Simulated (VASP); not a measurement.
A run of VASP 6.6.1 is set up as follows.

File INCAR:

```
SYSTEM = AlN
ALGO = Normal
EDIFF = 1E-6
ENCUT = 520
GGA = CA
ISIF = 2
ISMEAR = 0
LASPH = .True.
LCHARG = .False.
LREAL = .False.
LWAVE = .False.
NBANDS = 16
NELM = 60
PREC = Accurate
SIGMA = 0.05
```

The input KPOINTS:

```
k-points
0
Gamma
  9 9 6
  0 0 0
```

Contents of POSCAR:

```
AlN
1.0
    3.0886152983      0.0000000000     -0.4632922947
   -1.5443076491      2.6748193108      0.2316461474
   -0.7415376399      0.0000000000      4.8115905661
Al N
2 2
Direct
    0.3517813031      0.6652997674      0.0052416132
    0.6864815357      0.3347002326      0.5052416132
    0.3246373356      0.6875375101      0.3797583868
    0.6370998256      0.3124624899      0.8797583868
```

Potentials or basis: VASP PAW LDA potentials, release 64 (Al, N).

Launch:

```sh
$ cat potpaw_LDA.64/Al/POTCAR potpaw_LDA.64/N/POTCAR > POTCAR
$ mpirun -np 1 vasp_std > vasp.out
```

(1) Predict the pressure.

(2) What does it give for the band gap on the k mesh?

(3) Estimate the largest force.

Answers

(1) 8.8 GPa.

(2) 2.67 eV, direct.

(3) 0.039 eV/Å.

Caveat: the cell differs from its parent crystal (engineering shear strain xz -0.3000, normal strain along z -0.0267).
